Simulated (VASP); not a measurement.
# AgCl (Immm) in VASP: single point with HSE06

Aim: the single point of AgCl with HSE06.

Everything below comes from runs of VASP 6.6.1. Logs are shortened: lines on timing, memory, paths and dates and some standing lists are left out, and cuts for length are marked.

## Step 1: The cell of the first run

The structure is orthorhombic, space group Immm (No. 71). The conventional cell has a = 3.856 Å, b = 3.987 Å, c = 5.546 Å, α = 90.00°, β = 90.00°, γ = 90.00°. Ag (site symmetry mmm) has 6 Cl at 2.77 Å within 3.7 Å. Cl (site symmetry mmm) has 6 Ag at 2.77 Å within 3.7 Å.

## Step 2: Single point, HSE06 (shear xy strain -3.3%)

File POSCAR:

```
AgCl
1.0
   -0.0463121697      2.7731838126      2.7731838126
    2.7731838126     -0.0463121697      2.7731838126
    2.7268716430      2.7268716430      0.0000000000
Ag Cl
1 1
Direct
    0.0000000000      0.0000000000      0.0000000000
    0.5000000000      0.5000000000      0.5000000000
```

File INCAR.step1:

```
  PREC = Accurate
  ENCUT = 520
  EDIFF = 1E-5
  ISMEAR = 0
  SIGMA = 0.01
  LREAL = F
  LASPH = T
  NELM = 60
  ALGO = Normal
  ISIF = 2
  LWAVE = T
  LCHARG = F
  GGA = PE
  NBANDS = 16
  KPAR = 2
```

File INCAR.step2:

```
  PREC = Accurate
  ENCUT = 520
  EDIFF = 1E-7
  ISMEAR = 0
  SIGMA = 0.01
  LREAL = F
  LASPH = T
  NELM = 60
  ALGO = Normal
  ISIF = 2
  LWAVE = F
  LCHARG = F
  GGA = PE
  LHFCALC = T
  HFSCREEN = 0.2079
  PRECFOCK = Normal
  ISTART = 1
  NBANDS = 16
  KPAR = 2
```

File KPOINTS:

```
regular mesh
0
Gamma
  6 6 6
```

Potentials or basis: VASP PAW PBE potentials, release 64 (Ag, Cl).

Started as:

```sh
$ cat potpaw_PBE.64/Ag/POTCAR potpaw_PBE.64/Cl/POTCAR > POTCAR
$ cp INCAR.step1 INCAR
$ mpirun -np 2 vasp_std > vasp.out
$ cp INCAR.step2 INCAR
$ mpirun -np 2 vasp_std > vasp.out
```

OUTCAR:

```text
PREC = Accurate
   ENCUT = 520
   EDIFF = 1E-7
   ISMEAR = 0
   LREAL = F
   LASPH = T
   NELM = 60
   ISIF = 2
   GGA = PE
   LHFCALC = T
   HFSCREEN = 0.2079
   PRECFOCK = Normal
   ISTART = 1

 ion  position               nearest neighbor table
   1  0.000  0.000  0.000-   2 2.77   2 2.77   2 2.77   2 2.77   2 2.77   2 2.77
   2  0.500  0.500  0.500-   1 2.77   1 2.77   1 2.77   1 2.77   1 2.77   1 2.77

  LATTYP: Found a body centered orthorhombic cell.
 ALAT       =     3.8563788604
 B/A-ratio  =     1.0339672531
 C/A-ratio  =     1.4382320374

  Lattice vectors:

 A1 = (   0.0463121697,  -2.7731838126,  -2.7731838126)
 A2 = (  -0.0463121696,   2.7731838127,  -2.7731838126)
 A3 = (   2.7731838126,  -0.0463121697,   2.7731838126)

Analysis of symmetry for initial positions (statically):
=====================================================================
 Subroutine PRICEL returns:
 Original cell was already a primitive cell.

 Routine SETGRP: Setting up the symmetry group for a
 body centered orthorhombic supercell.

 Subroutine GETGRP returns: Found  8 space group operations
 (whereof  8 operations were pure point group operations)
 out of a pool of  8 trial point group operations.

The static configuration has the point symmetry D_2h.

Analysis of symmetry for dynamics (positions and initial velocities):
=====================================================================
 Subroutine PRICEL returns:
 Original cell was already a primitive cell.

 Routine SETGRP: Setting up the symmetry group for a
 body centered orthorhombic supercell.

 Subroutine GETGRP returns: Found  8 space group operations
 (whereof  8 operations were pure point group operations)
 out of a pool of  8 trial point group operations.

The dynamic configuration has the point symmetry D_2h.

 Subroutine INISYM returns: Found  8 space group operations
 (whereof  8 operations are pure point group operations),
 and found     1 'primitive' translations

----------------------------------------------------------------------------------------

                                     Primitive cell

  volume of cell :      42.6427

  direct lattice vectors                    reciprocal lattice vectors
    -0.046312170  2.773183813  2.773183813    -0.177336660  0.177336660  0.180298182
     2.773183813 -0.046312170  2.773183813     0.177336660 -0.177336660  0.180298182
     2.726871643  2.726871643  0.000000000     0.183360299  0.183360299 -0.180298182

  length of vectors
     3.922147592  3.922147592  3.856378860     0.308875406  0.308875406  0.315831336

  position of ions in fractional coordinates (direct lattice)
     0.000000000  0.000000000  0.000000000
     0.500000000  0.500000000  0.500000000

  ion indices of the primitive-cell ions
   primitive index   ion index
                 1           1
                 2           2

----------------------------------------------------------------------------------------

 KPOINTS: regular mesh

Automatic generation of k-mesh.
 Grid dimensions read from file:
 generate k-points for:    6    6    6

 Generating k-lattice:

  Cartesian coordinates                     Fractional coordinates (reciprocal lattice)
    -0.029556110  0.029556110  0.030049697     0.166666667  0.000000000  0.000000000
     0.029556110 -0.029556110  0.030049697     0.000000000  0.166666667  0.000000000
     0.030560050  0.030560050 -0.030049697     0.000000000  0.000000000  0.166666667

  Length of vectors
     0.051479234  0.051479234  0.052638556

  Shift w.r.t. Gamma in fractional coordinates (k-lattice)
     0.000000000  0.000000000  0.000000000

 Subroutine IBZKPT returns following result:
 ===========================================

 Found     46 irreducible k-points:

 Following reciprocal coordinates:
            Coordinates               Weight
  0.000000  0.000000  0.000000      1.000000
  0.166667  0.000000  0.000000      4.000000
  0.333333  0.000000  0.000000      4.000000
  0.500000  0.000000  0.000000      2.000000
  0.166667  0.166667  0.000000      2.000000
  0.333333  0.166667  0.000000      4.000000
[... 16 lines left out ...]
 -0.166667  0.333333  0.166667      4.000000
  0.500000  0.500000  0.166667      4.000000
 [... further k-points ...]
   k-points           NKPTS =     46   k-points in BZ     NKDIM =    216   number of bands    NBANDS=     16
   number of dos      NEDOS =    301   number of ions     NIONS =      2
   total plane-waves  NPLWV =  27000
   dimension x,y,z NGX =    30 NGY =   30 NGZ =   30
   dimension x,y,z NGXF=    60 NGYF=   60 NGZF=   60
   ions per type =               1   1
   NGX,Y,Z   is equivalent  to a cutoff of  12.72, 12.72, 12.93 a.u.
   NGXF,Y,Z  is equivalent  to a cutoff of  25.43, 25.43, 25.87 a.u.
 SYSTEM =  unknown system
   PREC   = accura    normal or accurate (medium, high low for compatibility)
   ISTART =      1    job   : 0-new  1-cont  2-samecut
   ICHARG =      0    charge: 1-file 2-atom 10-const
   ISPIN  =      1    spin polarized calculation?
   LNONCOLLINEAR =      F non collinear calculations
   LSORBIT =      F    spin-orbit coupling
   LASPH  =      T    aspherical Exc in radial PAW
   ENCUT  =  520.0 eV  38.22 Ry    6.18 a.u.   7.29  7.29  7.17*2*pi/ulx,y,z
   NELM   =     60;   NELMIN=  2; NELMDL=  0     # of ELM steps
   EDIFF  = 0.1E-06   stopping-criterion for ELM
   LREAL  =      F    real-space projection
   EDIFFG = 0.1E-05   stopping-criterion for IOM
   NSW    =      0    number of steps for IOM
   IBRION =     -1    ionic relax: 0-MD 1-quasi-New 2-CG
   NFREE  =      0    steps in history (QN), initial steepest desc. (CG)
   ISIF   =      2    stress and relaxation
   ISYM   =      3    0-nonsym 1-usesym 2-fastsym
   POTIM  = 0.5000    time-step for ionic-motion
   TEBEG  =    0.0;   TEEND  =   0.0 temperature during run
   PSTRESS=    0.0 pullay stress
   NELECT =      18.0000    total number of electrons
   NUPDOWN=      -1.0000    fix difference up-down
   EMIN   =  10.00;   EMAX   =-10.00  energy-range for DOS
   EFERMI =   0.00;   METHOD = LEGACY
   ISMEAR =     0;   SIGMA  =   0.01  broadening in eV -4-tet -1-fermi 0-gaus
   EFERMI_NEDOS =   21; number of points for ismear=-14 and -15
   IALGO  =     38    algorithm
   IMIX   =      1    mixing-type and parameters
     AMIX     =   0.40;   BMIX     =  1.00
     AMIX_MAG =   1.60;   BMIX_MAG =  1.00
  volume/ion in A,a.u.               =      21.32       143.88
  Fermi-wavevector in a.u.,A,eV,Ry     =   1.228054  2.320685 20.519165  1.508116
  Thomas-Fermi vector in A             =   2.362994
   LORBIT       =      0    0 simple, 1 ext, 2 COOP (PROOUT), +10 PAW based schemes
   GGA     = PE    functional components
   LHFCALC =     T    Hartree Fock is set to
   PRECFOCK=normal    Normal, Fast or Accurate (Low or Medium for compatibility)
   ENCUT4O =  -1.0   cutoff for four orbital integrals eV
   NKREDX  =     1    reduce k-point grid by
   NKREDY  =     1    reduce k-point grid by
   NKREDZ  =     1    reduce k-point grid by
   AEXX    =    0.2500 exact exchange contribution
   HFSCREEN=    0.2079 screening length (either q_TF or 0.3 A-1)
   HFSCREENC=   0.2079 screening length for correlation (either q_TF or 0.3 A-1)
   ENCUTFOCK=  -1.0 apply spherical cutoff to Coloumb kernel
   IVDW    =     0    specifies the selected vdW correction
   LEPSILON=     F    determine dielectric tensor
   LRPA    =     F    only Hartree local field effects (RPA)
 non-spin polarized calculation
 Gauss-broadening in eV      SIGMA  =   0.01
  energy-cutoff  :      520.00
  volume of cell :       42.64
 maximum number of plane-waves:      1161
 NGX is ok and might be reduce to    30
  NGX = 24; NGY = 24; NGZ = 24

 number of electron      18.0000001 magnetization

 Free energy of the ion-electron system (eV)
  ---------------------------------------------------
  ext. energy  EPLUGINS =         0.00000000
  ---------------------------------------------------
  free energy    TOTEN  =        -6.63683876 eV

  energy without entropy =       -6.63683876  energy(sigma->0) =       -6.63683876

 E-fermi :   2.8853     XC(G=0):  -8.2118

 val. band max:        2.8236094625   @ k =  -0.0000  -0.0000   0.5000
 cond. band min:       5.1798859404   @ k =   0.0000   0.0000   0.0000
 fundamental gap:      2.3562764779
 Fermi energy:         2.8853265479

 k-point     1 :       0.0000    0.0000    0.0000
  band No.  band energies     occupation
      1     -13.4874      2.00000
      2      -0.0781      2.00000
      3      -0.0774      2.00000
      4      -0.0501      2.00000
      5      -0.0319      2.00000
      6      -0.0295      2.00000
[... 8 lines left out ...]
     15      18.0017      0.00000
     16      18.1503      0.00000

 k-point     2 :       0.1667    0.0000    0.0000
  band No.  band energies     occupation
      1     -13.3797      2.00000
      2      -0.8351      2.00000
      3      -0.8175      2.00000
      4      -0.7526      2.00000
      5       0.0289      2.00000
      6       0.0523      2.00000
[... 8 lines left out ...]
     15      16.6806      0.00000
     16      17.3266      0.00000

 k-point     3 :       0.3333    0.0000    0.0000
  band No.  band energies     occupation
      1     -13.1509      2.00000
      2      -2.0860      2.00000
      3      -1.4840      2.00000
      4      -1.3987      2.00000
      5       0.1947      2.00000
      6       0.2253      2.00000
[... 8 lines left out ...]
     15      17.4188      0.00000
     16      17.5550      0.00000

 k-point     4 :       0.5000    0.0000    0.0000
  band No.  band energies     occupation
      1     -13.0287      2.00000
      2      -2.6109      2.00000
      3      -1.7187      2.00000
      4      -1.6290      2.00000
      5       0.2795      2.00000
      6       0.3148      2.00000
[... 8 lines left out ...]
     15      18.1363      0.00000
     16      18.4924      0.00000
[... 324 lines left out ...]
 k-point    22 :      -0.3333    0.3333    0.1667
  band No.  band energies     occupation
      1     -12.9810      2.00000
      2      -1.9217      2.00000
      3      -1.4615      2.00000
      4      -1.4002      2.00000
      5       0.2368      2.00000
      6       0.3193      2.00000
[... 8 lines left out ...]
     15      18.2009      0.00000
     16      20.0080      0.00000

 k-point    23 :      -0.1667    0.3333    0.1667
  band No.  band energies     occupation
      1     -13.0505      2.00000
      2      -2.0196      2.00000
      3      -1.3907      2.00000
      4      -1.0266      2.00000
      5       0.1704      2.00000
      6       0.2844      2.00000
[... 8 lines left out ...]
     15      18.7104      0.00000
     16      20.6670      0.00000

 k-point    24 :       0.5000    0.5000    0.1667
  band No.  band energies     occupation
      1     -12.9977      2.00000
      2      -1.7513      2.00000
      3      -1.0709      2.00000
      4      -1.0478      2.00000
      5       0.0084      2.00000
      6       0.3819      2.00000
[... 8 lines left out ...]
     15      19.2947      0.00000
     16      20.1299      0.00000

 [... further k-points ...]

------------------------ aborting loop because EDIFF is reached ----------------------------------------

  FORCE on cell =-STRESS in cart. coord.  units (eV):
  Direction    XX          YY          ZZ          XY          YZ          ZX
  --------------------------------------------------------------------------------------
  -------------------------------------------------------------------------------------
  Total        0.3243298      0.3243298      0.3198258      0.0607360     -0.0000000     -0.0000000
  in kB       12.1857606     12.1857606     12.0165358      2.2819813     -0.0000000     -0.0000000
  external PRESSURE =      12.1293524 kB  Pullay stress =       0.0000000 kB

 VOLUME and BASIS-vectors are now :
 -----------------------------------------------------------------------------
  energy-cutoff  :      520.00
  volume of cell :       42.64
      direct lattice vectors                 reciprocal lattice vectors
    -0.046312170  2.773183813  2.773183813    -0.177336660  0.177336660  0.180298182
     2.773183813 -0.046312170  2.773183813     0.177336660 -0.177336660  0.180298182
     2.726871643  2.726871643  0.000000000     0.183360299  0.183360299 -0.180298182

 POSITION                                       TOTAL-FORCE (eV/Angst)
 -----------------------------------------------------------------------------------
      0.00000      0.00000      0.00000         0.000000     -0.000000      0.000000
      2.72687      2.72687      2.77318        -0.000000      0.000000      0.000000
 -----------------------------------------------------------------------------------
    total drift:                                0.000000     -0.000000     -0.000001

  FREE ENERGIE OF THE ION-ELECTRON SYSTEM (eV)
  ---------------------------------------------------
  free  energy   TOTEN  =        -6.6368387581 eV

  energy  without entropy=       -6.6368387581  energy(sigma->0) =       -6.63683876
```

It took 51 min on 2 MPI ranks of Intel Xeon Platinum 8259CL at 2.50GHz (Skylake/Cascade Lake), shared host; peak memory 0.3 GiB.

What came out:

- Free energy: -6.6368 eV
- Pressure: 1.2 GPa
- Band gap on the k mesh: 2.36 eV (least direct gap 4.55 eV)

Caveat: the cell differs from its parent crystal (shear xy strain -3.3%); the PAW data sets were made with another functional, which shifts forces and pressure a little.
